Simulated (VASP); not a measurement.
Crystal: AlN.

```
CELL_PARAMETERS angstrom
3.11300 0.00000 0.00000
-1.55650 2.69594 0.00000
0.00000 0.00000 4.98100
ATOMIC_POSITIONS crystal
Al 0.33333 0.66667 0.00000
Al 0.66667 0.33333 0.50000
N 0.33333 0.66667 0.38000
N 0.66667 0.33333 0.88000
```

Base run:

```yaml
Program: VASP 6.6.1
Functional: PBE
Potentials_or_basis: VASP PAW PBE potentials, release 64 (Al, N)
Cutoff: 600 eV
k_mesh: 7 × 7 × 4
Occupations: gaussian, width 0.01 eV
Spin: no spin polarisation
```

Its results: band gap on the k mesh 4.22 eV; pressure 3.3 GPa; largest force 0.129 eV/Å.

**Question.** The run is repeated on the same cell with these changes: functional from PBE to r2SCAN; cutoff from 600 eV to 660 eV. What comes out?

**Answer.** Band gap on the k mesh 4.90 eV; pressure -1.3 GPa; largest force 0.122 eV/Å.

Caveats: the cell stands under pressure (at least some runs); the PAW data sets were made with another functional, which shifts forces and pressure a little (at least some runs).

